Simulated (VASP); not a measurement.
# W (Fd-3m) in VASP: further runs, part 2 of 2

VASP 6.6.1. Earlier steps stand in the parts before.

## (3) Single point, BLYP (volume scaled by 0.92)

The input, INCAR:

```
SYSTEM = W
PREC     = Accurate       ! precision mode
ENCUT    = 520            ! plane-wave cutoff, eV
EDIFF    = 1E-6           ! SCF threshold, eV
ISMEAR   = -1             ! smearing method
SIGMA    = 0.1            ! smearing width, eV
LREAL    = .False.        ! projectors in reciprocal space
LASPH    = .True.         ! aspherical terms in the spheres
NELM     = 60             ! most SCF steps
ALGO     = Normal         ! electronic algorithm
ISIF     = 2              ! what is computed and relaxed
LWAVE    = .False.        ! write WAVECAR
LCHARG   = .False.        ! write CHGCAR
GGA      = B5             ! functional
ALDAX    = 1.0          
AGGAX    = 1.0          
AGGAC    = 1.0          
ALDAC    = 0.0          
NBANDS   = 21             ! bands
```

The input, KPOINTS:

```
regular mesh
0
Gamma
  10 10 10
  0 0 0
```

The input, POSCAR:

```
W
1.0
    0.0000000000      2.8763386849      2.8763386849
    2.8763386849      0.0000000000      2.8763386849
    2.8763386849      2.8763386849      0.0000000000
W
2
Direct
    0.1250000000      0.1250000000      0.1250000000
    0.8750000000      0.8750000000      0.8750000000
```

Potentials or basis: VASP PAW PBE potentials, release 64 (W_sv).

Started as:

```
> cat potpaw_PBE.64/W_sv/POTCAR > POTCAR
> mpirun -np 1 vasp_std > vasp.out
```

OUTCAR:

```text
SYSTEM = W
   PREC = Accurate
   ENCUT = 520
   EDIFF = 1E-6
   ISMEAR = -1
   LREAL = .False.
   LASPH = .True.
   NELM = 60
   ISIF = 2
   GGA = B5

 ion  position               nearest neighbor table
   1  0.125  0.125  0.125-   2 2.49   2 2.49   2 2.49   2 2.49
   2  0.875  0.875  0.875-   1 2.49   1 2.49   1 2.49   1 2.49

  LATTYP: Found a face centered cubic cell.
 ALAT       =     5.7526773698

  Lattice vectors:

 A1 = (   0.0000000000,   2.8763386849,   2.8763386849)
 A2 = (   2.8763386849,   0.0000000000,   2.8763386849)
 A3 = (   2.8763386849,   2.8763386849,   0.0000000000)

Analysis of symmetry for initial positions (statically):
=====================================================================
 Subroutine PRICEL returns:
 Original cell was already a primitive cell.

 Routine SETGRP: Setting up the symmetry group for a
 face centered cubic supercell.

 Subroutine GETGRP returns: Found 48 space group operations
 (whereof 12 operations were pure point group operations)
 out of a pool of 48 trial point group operations.

The static configuration has the point symmetry D_3d.
[... 151 lines left out ...]

 number of electron      27.9999994 magnetization

 Free energy of the ion-electron system (eV)
  ---------------------------------------------------
  ext. energy  EPLUGINS =         0.00000000
  ---------------------------------------------------
  free energy    TOTEN  =       -18.46377355 eV

  energy without entropy =      -18.37059618  energy(sigma->0) =      -18.41718487

 E-fermi :   6.1933     XC(G=0): -10.3011

 val. band max:        6.1788816693   @ k =  -0.4000   0.4000   0.0000
 cond. band min:       6.2056544389   @ k =  -0.4000   0.4000   0.1000
 fundamental gap:      0.0267727696
 Fermi energy:         6.1933002540

 k-point     1 :       0.0000    0.0000    0.0000
  band No.  band energies     occupation
      1     -66.5216      2.00000
      2     -66.1437      2.00000
      3     -31.4217      2.00000
      4     -31.4217      2.00000
      5     -31.4217      2.00000
      6     -30.3939      2.00000
[... 565 lines left out ...]
     20      12.9908      0.00000
     21      13.7438      0.00000

 [... further k-points ...]
[... 5 lines left out ...]
  --------------------------------------------------------------------------------------
  -------------------------------------------------------------------------------------
  Total        3.5113382      3.5113382      3.5113382     -0.0000000     -0.0000000     -0.0000000
  in kB      118.2042736    118.2042736    118.2042736     -0.0000000     -0.0000000     -0.0000000
  external PRESSURE =     118.2042736 kB  Pullay stress =       0.0000000 kB

 VOLUME and BASIS-vectors are now :
 -----------------------------------------------------------------------------
  energy-cutoff  :      520.00
  volume of cell :       47.59
      direct lattice vectors                 reciprocal lattice vectors
     0.000000000  2.876338685  2.876338685    -0.173832102  0.173832102  0.173832102
     2.876338685  0.000000000  2.876338685     0.173832102 -0.173832102  0.173832102
     2.876338685  2.876338685  0.000000000     0.173832102  0.173832102 -0.173832102

 POSITION                                       TOTAL-FORCE (eV/Angst)
 -----------------------------------------------------------------------------------
      0.71908      0.71908      0.71908        -0.000000     -0.000000     -0.000000
      5.03359      5.03359      5.03359         0.000000      0.000000      0.000000
 -----------------------------------------------------------------------------------
    total drift:                               -0.000000      0.000000      0.000000

  FREE ENERGIE OF THE ION-ELECTRON SYSTEM (eV)
  ---------------------------------------------------
  free  energy   TOTEN  =       -18.4637735523 eV

  energy  without entropy=      -18.3705961797  energy(sigma->0) =      -18.41718487
```

stdout:

```text
POSCAR found type information on POSCAR W
 POSCAR found :  1 types and       2 ions
 scaLAPACK will be used
 -----------------------------------------------------------------------------
|                                                                             |
|                                                                             |
|     You enforced a specific xc type in the INCAR file but a different       |
|     I HOPE YOU KNOW WHAT YOU ARE DOING!                                     |
|                                                                             |
 -----------------------------------------------------------------------------

 LDA part: xc-table for (Slater(with rela. corr.)+VWN5), standard interpolation
 POSCAR, INCAR and KPOINTS ok, starting setup
 FFT: planning ... GRIDC
 FFT: planning ... GRID_SOFT
 FFT: planning ... GRID
 WAVECAR not read
 entering main loop
```

It took 28 s on 1 thread of Intel Xeon 6975P-C (Granite Rapids), shared host; peak memory 0.18 GiB.

What came out:

```yaml
Free_energy: -18.4638 eV
Pressure: 11.8 GPa
Band_gap_on_the_k_mesh: zero (band 14 reaches 6.64 eV, above the bottom of band 15 at 5.89 eV)
```

Levels at points of the mesh, in eV from the Fermi level:
```tsv
k point	band 12	band 13	band 14	band 15	band 16	band 17
(0.00, 0.00, 0.00)	-1.15	-1.15	-1.15	1.53	1.53	1.53
(0.50, 0.00, 0.00)	-1.81	-1.37	-1.37	-0.24	2.76	2.76
(0.50, 0.50, 0.00)	-1.29	-1.20	-1.20	1.01	1.01	4.75
```

Caveat: the cell differs from its parent crystal (volume scaled by 0.92); the PAW data sets were made with another functional, which shifts forces and pressure a little; spin-orbit coupling is left out, which moves the levels of the heavy elements.

## (4) Single point, BLYP (volume scaled by 0.96)

The input, INCAR:

```
PREC = Accurate
ENCUT = 520
EDIFF = 1E-6
ISMEAR = -1
SIGMA = 0.1
LREAL = F
LASPH = T
NELM = 100
ALGO = Normal
ISIF = 2
LWAVE = F
LCHARG = T
GGA = B5
ALDAX = 1.0
AGGAX = 1.0
AGGAC = 1.0
ALDAC = 0.0
LELF = T
LVHAR = T
NBANDS = 21
```

The input, KPOINTS:

```
Automatic mesh
0
Gamma
  10 10 10
```

The input, POSCAR:

```
W
1.0
    0.0000000000      2.9174347899      2.9174347899
    2.9174347899      0.0000000000      2.9174347899
    2.9174347899      2.9174347899      0.0000000000
W
2
Direct
    0.1250000000      0.1250000000      0.1250000000
    0.8750000000      0.8750000000      0.8750000000
```

Potentials or basis: VASP PAW PBE potentials, release 64 (W_sv).

Started as:

```
> cat potpaw_PBE.64/W_sv/POTCAR > POTCAR
> mpirun -np 1 vasp_std > vasp.out
```

OUTCAR:

```text
PREC = Accurate
   ENCUT = 520
   EDIFF = 1E-6
   ISMEAR = -1
   LREAL = F
   LASPH = T
   NELM = 100
   ISIF = 2
   GGA = B5

 ion  position               nearest neighbor table
   1  0.125  0.125  0.125-   2 2.53   2 2.53   2 2.53   2 2.53
   2  0.875  0.875  0.875-   1 2.53   1 2.53   1 2.53   1 2.53

  LATTYP: Found a face centered cubic cell.
 ALAT       =     5.8348695798

  Lattice vectors:

 A1 = (   0.0000000000,   2.9174347899,   2.9174347899)
 A2 = (   2.9174347899,   0.0000000000,   2.9174347899)
 A3 = (   2.9174347899,   2.9174347899,   0.0000000000)

Analysis of symmetry for initial positions (statically):
=====================================================================
 Subroutine PRICEL returns:
 Original cell was already a primitive cell.

 Routine SETGRP: Setting up the symmetry group for a
 face centered cubic supercell.

 Subroutine GETGRP returns: Found 48 space group operations
 (whereof 12 operations were pure point group operations)
 out of a pool of 48 trial point group operations.

[... 149 lines left out ...]
  volume of cell :       49.66
 maximum number of plane-waves:      1363
   NGX = 15   NGY = 15   NGZ = 15

 number of electron      28.0000000 magnetization

 Free energy of the ion-electron system (eV)
  ---------------------------------------------------
  ext. energy  EPLUGINS =         0.00000000
  ---------------------------------------------------
  free energy    TOTEN  =       -18.57701312 eV

  energy without entropy =      -18.47994517  energy(sigma->0) =      -18.52847915

 E-fermi :   5.7657     XC(G=0): -10.0964

 val. band max:        5.7518666046   @ k =   0.4000   0.3000   0.0000
 cond. band min:       5.7710005190   @ k =  -0.4000   0.1000   0.0000
 fundamental gap:      0.0191339144
 Fermi energy:         5.7657304696

 k-point     1 :       0.0000    0.0000    0.0000
  band No.  band energies     occupation
      1     -66.9659      2.00000
      2     -66.6452      2.00000
      3     -31.8103      2.00000
      4     -31.8103      2.00000
      5     -31.8103      2.00000
      6     -30.8943      2.00000
[... 565 lines left out ...]
     20      12.2834      0.00000
     21      13.0301      0.00000

 [... further k-points ...]
[... 5 lines left out ...]
  --------------------------------------------------------------------------------------
  -------------------------------------------------------------------------------------
  Total        1.7911690      1.7911690      1.7911690      0.0000000     -0.0000000      0.0000000
  in kB       57.7848085     57.7848085     57.7848085      0.0000000     -0.0000000      0.0000000
  external PRESSURE =      57.7848085 kB  Pullay stress =       0.0000000 kB

 VOLUME and BASIS-vectors are now :
 -----------------------------------------------------------------------------
  energy-cutoff  :      520.00
  volume of cell :       49.66
      direct lattice vectors                 reciprocal lattice vectors
     0.000000000  2.917434790  2.917434790    -0.171383436  0.171383436  0.171383436
     2.917434790  0.000000000  2.917434790     0.171383436 -0.171383436  0.171383436
     2.917434790  2.917434790  0.000000000     0.171383436  0.171383436 -0.171383436

 POSITION                                       TOTAL-FORCE (eV/Angst)
 -----------------------------------------------------------------------------------
      0.72936      0.72936      0.72936         0.000000      0.000000      0.000000
      5.10551      5.10551      5.10551        -0.000000     -0.000000     -0.000000
 -----------------------------------------------------------------------------------
    total drift:                                0.000000      0.000000     -0.000000

  FREE ENERGIE OF THE ION-ELECTRON SYSTEM (eV)
  ---------------------------------------------------
  free  energy   TOTEN  =       -18.5770131187 eV

  energy  without entropy=      -18.4799451733  energy(sigma->0) =      -18.52847915
```

OSZICAR:

```text
N       E                     dE             d eps       ncg     rms          rms(c)
DAV:   1     0.312834459679E+03    0.31283E+03   -0.17321E+04  1982   0.144E+03
DAV:   2    -0.857481986058E+01   -0.32141E+03   -0.31257E+03  2182   0.443E+02
DAV:   3    -0.187898092367E+02   -0.10215E+02   -0.99015E+01  2306   0.798E+01
DAV:   4    -0.189386248157E+02   -0.14882E+00   -0.14834E+00  2238   0.102E+01
DAV:   5    -0.189406430492E+02   -0.20182E-02   -0.20179E-02  2245   0.128E+00    0.201E+01
DAV:   6    -0.186482562530E+02    0.29239E+00   -0.47644E-01  2327   0.605E+00    0.921E+00
DAV:   7    -0.185807336718E+02    0.67523E-01   -0.17242E-01  2358   0.399E+00    0.950E-01
DAV:   8    -0.185767913190E+02    0.39424E-02   -0.23447E-02  2029   0.106E+00    0.115E-01
DAV:   9    -0.185769618625E+02   -0.17054E-03   -0.69253E-04  2202   0.204E-01    0.941E-02
DAV:  10    -0.185770123307E+02   -0.50468E-04   -0.73077E-05  2219   0.714E-02    0.527E-03
DAV:  11    -0.185770133338E+02   -0.10031E-05   -0.27203E-06  1938   0.111E-02    0.323E-03
DAV:  12    -0.185770131187E+02    0.21512E-06   -0.86881E-07  1509   0.806E-03
   1 F= -.18577013E+02 E0= -.18528479E+02  d E =-.970679E-01
```

Run time: 28 s. Hardware: 1 thread of Intel Xeon 6975P-C (Granite Rapids), shared host; peak memory 0.18 GiB.

Results:

- Free energy: -18.5770 eV
- Pressure: 5.8 GPa
- Band gap on the k mesh: zero (band 14 reaches 6.20 eV, above the bottom of band 15 at 5.45 eV)

Caveat: the cell differs from its parent crystal (volume scaled by 0.96); the PAW data sets were made with another functional, which shifts forces and pressure a little; spin-orbit coupling is left out, which moves the levels of the heavy elements.

## (5) Single point, BLYP

This run uses another cell than the first one, of 25.87 Å³/atom, 1.136 times its volume.

The input, INCAR:

```
SYSTEM = W
PREC     = Accurate       ! precision mode
ENCUT    = 520            ! plane-wave cutoff, eV
EDIFF    = 1E-6           ! SCF threshold, eV
ISMEAR   = -1             ! smearing method
SIGMA    = 0.1            ! smearing width, eV
LREAL    = .False.        ! projectors in reciprocal space
LASPH    = .True.         ! aspherical terms in the spheres
NELM     = 100            ! most SCF steps
ALGO     = Normal         ! electronic algorithm
ISIF     = 2              ! what is computed and relaxed
LWAVE    = .False.        ! write WAVECAR
LCHARG   = .False.        ! write CHGCAR
GGA      = B5             ! functional
ALDAX    = 1.0          
AGGAX    = 1.0          
AGGAC    = 1.0          
ALDAC    = 0.0          
NBANDS   = 21             ! bands
```

The input, KPOINTS:

```
regular mesh
0
Gamma
  10 10 10
  0 0 0
```

The input, POSCAR:

```
W
1.0
    0.0000000000      2.9574046168      2.9574046168
    2.9574046168      0.0000000000      2.9574046168
    2.9574046168      2.9574046168      0.0000000000
W
2
Direct
    0.1250000000      0.1250000000      0.1250000000
    0.8750000000      0.8750000000      0.8750000000
```

Started as:

```
> cat potpaw_PBE.64/W_sv/POTCAR > POTCAR
> mpirun -np 1 vasp_std > vasp.out
```

Wall time 24 s (1 thread of Intel Xeon 6975P-C (Granite Rapids), shared host); peak memory 0.19 GiB.

The run converged. Its results:

| Property | Result |
| --- | --- |
| Free energy | -18.6189 eV |
| Pressure | 0.8 GPa |
| Band gap on the k mesh | zero (band 14 reaches 5.80 eV, above the bottom of band 15 at 5.04 eV) |

Levels at points of the mesh, in eV from the Fermi level:
```csv
k point,band 11,band 12,band 13,band 14,band 15,band 16,band 17,band 18
"(0.00, 0.00, 0.00)",-1.75,-1.05,-1.05,-1.05,1.44,1.44,1.44,4.93
"(0.50, 0.00, 0.00)",-1.53,-1.53,-1.20,-1.20,-0.34,2.53,2.53,4.01
"(0.50, 0.50, 0.00)",-1.31,-1.31,-1.12,-1.12,1.03,1.03,4.36,4.36
```

Caveat: the PAW data sets were made with another functional, which shifts forces and pressure a little; spin-orbit coupling is left out, which moves the levels of the heavy elements.

## (6) Overview

```tsv
cell	gap on the mesh (eV)	pressure (GPa)
a = 4.008 Å, angles 60.0°, 2 atoms	none	19.3
a = 4.068 Å, angles 60.0°, 2 atoms	none	11.8
a = 4.126 Å, angles 60.0°, 2 atoms	none	5.8
a = 4.182 Å, angles 60.0°, 2 atoms	none	0.8
```

Alike in all rows: task single point; level BLYP; potentials or basis VASP PAW PBE potentials, release 64 (W_sv); no spin polarisation; k mesh 10 × 10 × 10; cutoff (eV) 520; smearing fermi-dirac 0.1 eV.

Caveats: the PAW data sets were made with another functional, which shifts forces and pressure a little; spin-orbit coupling is left out, which moves the levels of the heavy elements.

Total energies depend on the potentials used, so only differences within one code and one set of settings carry meaning.
